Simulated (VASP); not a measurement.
Write the native input for VASP 6.6.1 that does the following.

| Item | Value |
| --- | --- |
| Task | single point |
| Functional | r2SCANh |
| Dispersion | D3(BJ) |
| Potentials or basis | VASP PAW PBE potentials, release 64 (Be) |
| Cutoff | 580 eV |
| k mesh | 9 × 9 × 5 |
| Occupations | fermi-dirac, width 0.15 eV |
| Spin | no spin polarisation |
| Dipole correction | no |
| Grid for exact exchange (PRECFOCK) | Normal |
| Further INCAR settings | ALGO = Normal; EDIFF = 1e-06; NBANDS = 9 |
| Share of exact exchange | 0.1 |

Be:

```
CELL_PARAMETERS angstrom
2.22266 0.00000 0.00000
-1.11133 1.92488 0.00000
0.00000 0.00000 3.48595
ATOMIC_POSITIONS crystal
Be 0.66667 0.33333 0.75000
Be 0.33333 0.66667 0.25000
```

These files were run (other wordings do the same):

POSCAR

```
Be
1.0
    2.2226572400      0.0000000000      0.0000000000
   -1.1113286200      1.9248776337      0.0000000000
    0.0000000000      0.0000000000      3.4859528700
Be
2
Direct
    0.6666666667      0.3333333333      0.7500000000
    0.3333333333      0.6666666667      0.2500000000
```

INCAR.step1

```
PREC     = Accurate       # precision mode
ENCUT    = 580            # plane-wave cutoff, eV
EDIFF    = 1E-5           # SCF threshold, eV
ISMEAR   = -1             # smearing method
SIGMA    = 0.15           # smearing width, eV
LREAL    = F              # projectors in reciprocal space
LASPH    = T              # aspherical terms in the spheres
NELM     = 120            # most SCF steps
ALGO     = Normal         # electronic algorithm
ISIF     = 2              # what is computed and relaxed
LWAVE    = T              # write WAVECAR
GGA      = PE             # functional
NBANDS   = 9              # bands
GGA_COMPAT= F
```

INCAR.step2

```
PREC     = Accurate       # precision mode
ENCUT    = 580            # plane-wave cutoff, eV
EDIFF    = 1E-6           # SCF threshold, eV
ISMEAR   = -1             # smearing method
SIGMA    = 0.15           # smearing width, eV
LREAL    = F              # projectors in reciprocal space
LASPH    = T              # aspherical terms in the spheres
NELM     = 120            # most SCF steps
ALGO     = Normal         # electronic algorithm
ISIF     = 2              # what is computed and relaxed
LWAVE    = F              # write WAVECAR
LCHARG   = T              # write CHGCAR
METAGGA  = R2SCAN         # meta-GGA
LHFCALC  = T              # exact exchange
AEXX     = 0.1            # exact-exchange fraction
LMIXTAU  = T            
PRECFOCK = Normal       
IVDW     = 12             # dispersion correction
VDW_S6   = 1.0          
VDW_S8   = 1.1236       
VDW_A1   = 0.4709       
VDW_A2   = 5.9157       
LELF     = T              # ELF
LVHAR    = T            
ISTART   = 1            
NBANDS   = 9              # bands
GGA_COMPAT= F
```

KPOINTS

```
Automatic mesh
0
Gamma
  9 9 5
```

Potentials or basis: VASP PAW PBE potentials, release 64 (Be).

Launch:

```console
$ cat potpaw_PBE.64/Be/POTCAR > POTCAR
$ cp INCAR.step1 INCAR
$ mpirun -np 1 vasp_std > vasp.out
$ cp INCAR.step2 INCAR
$ mpirun -np 1 vasp_std > vasp.out
```

Results of the run:

```
Pressure                   : 3.7 GPa
Band gap on the k mesh     : zero (bands 2 and 3 overlap by 2.68 eV)
Dispersion energy per atom : -0.195 eV
```

Caveat: the k points lie up to 0.36 Å⁻¹ apart, too coarse for converged energies and pressures of a metal; the PAW data sets were made with another functional, which shifts forces and pressure a little.

Wall time 11 min on 1 thread of Intel(R) Xeon(R) Platinum 8124M CPU @ 3.00GHz (Skylake/Cascade Lake), with other jobs on the host, peak memory 0.15 GiB.
